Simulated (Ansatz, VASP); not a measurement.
# One calculation of Rh, two programs

File INCAR:

```
SYSTEM = Rh
  PREC = Accurate
  ENCUT = 520
  EDIFF = 1E-8
  ISMEAR = -1
  SIGMA = 0.08
  LREAL = .False.
  LASPH = .True.
  NELM = 60
  ALGO = Normal
  ISIF = 2
  LWAVE = .False.
  LCHARG = .False.
  GGA = PE
  LEFG = .True.
  NBANDS = 14
```

KPOINTS

```
Automatic mesh
0
Gamma
  16 16 16
  0 0 0
```

Contents of POSCAR:

```
Rh
1.0
    0.0000000000      1.9015500000      1.8635190000
    1.9015500000      0.0000000000      1.8635190000
    1.9015500000      1.9015500000      0.0000000000
Rh
1
Direct
    0.0000000000      0.0000000000      0.0000000000
```

Input for Ansatz:

```yaml
crystal:
  lattice:
    - [0.0, 1.90155, 1.863519]
    - [1.90155, 0.0, 1.863519]
    - [1.90155, 1.90155, 0.0]
  atoms:
    - { symbol: Rh, position: [0.0, 0.0, 0.0] }
kpoints:
  mp_grid: { grid: [16, 16, 16] }
scf:
  occupations: { method: fermi_dirac, width: 0.08 }
hamiltonian:
  xc: pbe
  pseudopotentials: { kind: all_electron, datasets: crystal }
output:
  forces: true
  stress: true
  eigenvalues: true
  efg: { contact_densities: true }
```

Change from the starting cell: zz strain of -2 %, crystal datasets.

Alike in both runs: task electric field gradients; functional PBE; k mesh 16 × 16 × 16; occupations fermi-dirac, width 0.08 eV; no spin polarisation.

|  | VASP | Ansatz |
| --- | --- | --- |
| version | VASP 6.6.1 | Ansatz 0.2.0 |
| potentials or method | VASP PAW PBE potentials, release 64 (Rh_pv), cutoff 520 eV | all-electron PAW with datasets made for the crystal, scalar-relativistic |

```csv
,VASP,Ansatz,Ansatz less VASP
pressure (GPa),12.2,12.1,-0.08
"traceless stress, the component that is largest in VASP (GPa)",3.39,3.40,+0.007
size of Vzz on the site where it differs most (V/Å²),1.9,2.3,+0.37
```

Ansatz ran all-electron here, and VASP with PAW potentials.
